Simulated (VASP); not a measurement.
Set up this calculation in VASP 6.6.1, as the native input.

| Quantity | Value |
| --- | --- |
| Task | single point |
| Functional | HSE06 |
| Potentials or basis | VASP PAW PBE potentials, release 64 (Ge_d) |
| Cutoff | 520 eV |
| k mesh | 6 × 6 × 6 |
| Occupations | fermi-dirac, width 0.02 eV |
| Spin | no spin polarisation |
| Dipole correction | no |
| Grid for exact exchange (PRECFOCK) | Normal |
| Further INCAR settings | ALGO = Normal; EDIFF = 1e-07; NBANDS = 21 |
| Share of exact exchange | 0.25 |
| Screening parameter | 0.2079 1/Å |

Ge:

```xyz
2
Lattice="0.0000 2.8369 2.8369 2.8369 0.0000 2.8369 2.8369 2.8369 0.0000" Properties=species:S:1:pos:R:3 pbc="T T T"
Ge    0.0000    0.0000    0.0000
Ge    1.4184    1.4184    1.4184
```

The input as run:

POSCAR

```
Ge
1.0
    0.0000000000      2.8368735119      2.8368735119
    2.8368735119      0.0000000000      2.8368735119
    2.8368735119      2.8368735119      0.0000000000
Ge
2
Direct
    0.0000000000      0.0000000000      0.0000000000
    0.2500000000      0.2500000000      0.2500000000
```

INCAR.step1

```
SYSTEM = Ge
ALGO = Normal
EDIFF = 1E-5
ENCUT = 520
GGA = PE
ISIF = 2
ISMEAR = -1
KPAR = 4
LASPH = .TRUE.
LCHARG = .FALSE.
LREAL = .FALSE.
LWAVE = .TRUE.
NBANDS = 21
NELM = 80
PREC = Accurate
SIGMA = 0.02
```

INCAR.step2

```
SYSTEM = Ge
ALGO = Normal
EDIFF = 1E-7
ENCUT = 520
GGA = PE
HFSCREEN = 0.2079
ISIF = 2
ISMEAR = -1
ISTART = 1
KPAR = 4
LASPH = .TRUE.
LCHARG = .FALSE.
LHFCALC = .TRUE.
LREAL = .FALSE.
LWAVE = .FALSE.
NBANDS = 21
NELM = 80
PREC = Accurate
PRECFOCK = Normal
SIGMA = 0.02
```

KPOINTS

```
k-points
0
G
  6 6 6
  0 0 0
```

Potentials or basis: VASP PAW PBE potentials, release 64 (Ge_d).

Command:

```sh
$ cat potpaw_PBE.64/Ge_d/POTCAR > POTCAR
$ cp INCAR.step1 INCAR
$ mpirun -np 4 vasp_std > vasp.out
$ cp INCAR.step2 INCAR
$ mpirun -np 4 vasp_std > vasp.out
```

It gave:

```
Pressure               : 0.3 GPa
Band gap on the k mesh : 0.78 eV (least direct gap 0.79 eV)
```

Caveat: the PAW data sets were made with another functional, which shifts forces and pressure a little.

Run time: 48 min on 4 MPI ranks on Intel(R) Xeon(R) Platinum 8175M CPU @ 2.50GHz (Skylake/Cascade Lake) (shared host), peak memory 0.28 GiB a rank.
